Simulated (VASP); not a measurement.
The system is Ge.

```
Ge
1.0
     2.71458   -2.67327    0.00865
     2.69625    2.65494   -0.05777
    -0.04904   -0.06630    5.23356
Ge
4
Direct
  0.74591 0.24495 0.00491
  0.73975 0.24451 0.51444
  0.24592 0.75164 0.00194
  0.26843 0.75891 0.47871
```

```yaml
Program: VASP 6.6.1
Task: relaxation of cell and atoms
Functional: PBE
Potentials_or_basis: VASP PAW PBE potentials, release 64 (Ge_d)
Cutoff: 600 eV
k_mesh: 6 × 6 × 4
Occupations: gaussian, width 0.2 eV
Spin: no spin polarisation
```

At the start: pressure 5.5 GPa; volume 18.86 Å³/atom.

**Question.** How do energy, volume and symmetry change on relaxing?

**Answer.** Over 19 steps the energy falls by 37.9 meV/atom and the volume is 20.06 Å³/atom (+6.4 %); space group P-1 (No. 2, to 0.1 Å) before, C2/m (No. 12, to 0.1 Å).

Step by step:
| step | energy change (eV) | largest force (eV/Å) | pressure (GPa) | volume (Å³) |
| --- | --- | --- | --- | --- |
| 1 | 0.0000 | 0.7032 | 5.48 | 75.42 |
| 2 | -0.1100 | 0.2384 | -1.53 | 82.68 |
| 3 | -0.1156 | 0.2970 | -0.49 | 81.25 |
| 4 | -0.1156 | 0.3047 | -0.42 | 81.13 |
| 5 | -0.1243 | 0.2366 | 0.00 | 80.79 |
| 6 | -0.1349 | 0.0938 | 0.41 | 79.99 |
| 7 | -0.1353 | 0.0836 | 0.72 | 79.77 |
| 8 | -0.1394 | 0.1253 | -0.14 | 80.65 |
| 9 | -0.1395 | 0.1317 | -0.25 | 80.76 |
| 10 | -0.1427 | 0.1162 | -0.17 | 80.63 |
| 11 | -0.1455 | 0.0963 | 0.14 | 80.42 |
| 12 | -0.1432 | 0.1270 | 0.33 | 79.98 |
| 13 | -0.1460 | 0.0885 | -0.10 | 80.32 |
| 14 | -0.1492 | 0.0504 | 0.38 | 79.97 |
| 15 | -0.1496 | 0.0499 | 0.46 | 79.83 |
| 16 | -0.1507 | 0.0495 | -0.11 | 80.43 |
| 17 | -0.1509 | 0.0495 | -0.05 | 80.27 |
| 18 | -0.1513 | 0.0354 | -0.04 | 80.26 |
| 19 | -0.1514 | 0.0170 | -0.07 | 80.23 |

Final structure:
```yaml
crystal:
  lattice:
    - [2.68943, -2.69140, 0.10208]
    - [2.76408, 2.76804, -0.15800]
    - [-0.05615, -0.25665, 5.40311]
  atoms:
    - { symbol: Ge, position: [0.74544, 0.24847, 0.00268] }
    - { symbol: Ge, position: [0.75413, 0.25146, 0.50274] }
    - { symbol: Ge, position: [0.24662, 0.74865, 0.99736] }
    - { symbol: Ge, position: [0.25381, 0.75142, 0.49722] }
```
